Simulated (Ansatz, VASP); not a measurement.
# Si: VASP beside Ansatz

The input POSCAR:

```
Si
1.0
   -0.0387902063      2.7221197381      2.7221197381
    2.7221197381     -0.0387902063      2.7221197381
    2.6833295318      2.6833295318      0.0000000000
Si
2
Direct
    0.2517876212      0.2517876212      0.2482123788
   -0.0017876212     -0.0017876212      0.0017876212
```

INCAR.step1

```
SYSTEM = Si
PREC = Accurate
ENCUT = 520
ISMEAR = 0
SIGMA = 0.01
LREAL = .False.
LASPH = .True.
NELM = 60
NBANDS = 11
GGA = PE
ALGO = Normal
EDIFF = 1E-4
LWAVE = .True.
LCHARG = .False.
```

File INCAR.step2:

```
SYSTEM = Si
PREC = Accurate
ENCUT = 520
EDIFF = 1E-6
ISMEAR = 0
SIGMA = 0.01
LREAL = .False.
LASPH = .True.
NELM = 60
ALGO = Normal
ISIF = 2
LWAVE = .False.
LCHARG = .True.
METAGGA = R2SCAN
LMIXTAU = .True.
LELF = .True.
LVHAR = .True.
NBANDS = 11
ISTART = 1
```

KPOINTS

```
Automatic mesh
0
Gamma
  8 8 8
  0 0 0
```

Input for Ansatz:

```yaml
crystal:
  lattice:
    - [-0.0387902063, 2.7221197381, 2.7221197381]
    - [2.7221197381, -0.0387902063, 2.7221197381]
    - [2.6833295318, 2.6833295318, 0.0]
  atoms:
    - { symbol: Si, position: [0.2517876212, 0.2517876212, 0.2482123788] }
    - { symbol: Si, position: [-0.0017876212, -0.0017876212, 0.0017876212] }
kpoints:
  mp_grid: { grid: [8, 8, 8] }
  band_path:
    path:
      - [0.0, 0.0, 0.0]
      - [0.5, 0.0, 0.5]
      - [0.625, 0.25, 0.625]
      - [0.375, 0.375, 0.75]
      - [0.5, 0.5, 0.5]
      - [0.5, 0.25, 0.75]
      - [0.450521, 0.450521, 0.0]
    npoints: 1
hamiltonian:
  xc: r2scan
scf:
  occupations: { method: fixed }
  n_extra_bands: 4
output:
  forces: true
  stress: true
  eigenvalues: true
```

Change from the starting cell: shear_xy strain -2.9%.

Alike in both runs: task single point; functional r2SCAN; k mesh 8 × 8 × 8; no spin polarisation.

```csv
,VASP,Ansatz
version,VASP 6.6.1,Ansatz 0.2.0
potentials or method,"VASP PAW PBE potentials, release 64 (Si)","plane waves, PAW"
plane-wave cutoff (eV),520,500
occupations,"gaussian, width 0.01 eV",fixed
valence electrons in the cell,8,8
```

```tsv
	VASP	Ansatz	Ansatz less VASP
gap on the k mesh at the Fermi level (eV)	0.58	0.57	-0.013
pressure (GPa)	-0.2	0.0	+0.24
traceless stress, the component that is largest in VASP (GPa)	2.34	2.32	-0.021
```

VASP's potentials were made for PBE, not for r2SCAN.
